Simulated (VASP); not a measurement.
Input of a VASP 6.6.1 run:

POSCAR

```
Si
1.0
    3.8200000000      0.0000000000      0.0000000000
   -1.9100000000      3.3082170425      0.0000000000
    0.0000000000      0.0000000000      6.3200000000
Si
4
Direct
    0.3333333333      0.6666666667      0.0000518342
    0.6666666667      0.3333333333      0.5000518342
    0.3333333333      0.6666666667      0.3739481658
    0.6666666667      0.3333333333      0.8739481658
```

The input INCAR.step1:

```
ALGO     = Normal         # electronic algorithm
EDIFF    = 1E-5           # SCF threshold, eV
ENCUT    = 520            # plane-wave cutoff, eV
GGA      = PE             # functional
ISIF     = 2              # what is computed and relaxed
ISMEAR   = 0              # smearing method
LASPH    = T              # aspherical terms in the spheres
LCHARG   = F              # write CHGCAR
LREAL    = F              # projectors in reciprocal space
LWAVE    = T              # write WAVECAR
NBANDS   = 16             # bands
NELM     = 60             # most SCF steps
PREC     = Accurate       # precision mode
SIGMA    = 0.01           # smearing width, eV
```

The input INCAR.step2:

```
ALGO     = Normal         # electronic algorithm
EDIFF    = 1E-6           # SCF threshold, eV
ENCUT    = 520            # plane-wave cutoff, eV
GGA      = PE             # functional
HFSCREEN = 0.2079         # screening, 1/A
ISIF     = 2              # what is computed and relaxed
ISMEAR   = 0              # smearing method
ISTART   = 1            
LASPH    = T              # aspherical terms in the spheres
LCHARG   = F              # write CHGCAR
LHFCALC  = T              # exact exchange
LREAL    = F              # projectors in reciprocal space
LWAVE    = F              # write WAVECAR
NBANDS   = 16             # bands
NELM     = 60             # most SCF steps
PREC     = Accurate       # precision mode
PRECFOCK = Normal       
SIGMA    = 0.01           # smearing width, eV
```

The input KPOINTS:

```
k-points
0
Gamma
  6 6 4
```

Potentials or basis: VASP PAW PBE potentials, release 64 (Si).

Run with:

```console
$ cat potpaw_PBE.64/Si/POTCAR > POTCAR
$ cp INCAR.step1 INCAR
$ mpirun -np 1 vasp_std > vasp.out
$ cp INCAR.step2 INCAR
$ mpirun -np 1 vasp_std > vasp.out
```

Task: Predict the pressure.

Result: 0.4 GPa.

Task: What does it give for the largest force?

Result: 0.017 eV/Å.

Task: Estimate the band gap on the k mesh.

Result: 0.96 eV (least direct gap 1.73 eV).

Forces on the atoms (eV/Å):
```
Si   0.000  0.000 -0.017
Si   0.000  0.000 -0.017
Si   0.000  0.000  0.017
Si   0.000  0.000  0.017
```

Caveat: the PAW data sets were made with another functional, which shifts forces and pressure a little. A k mesh can miss the band edges.
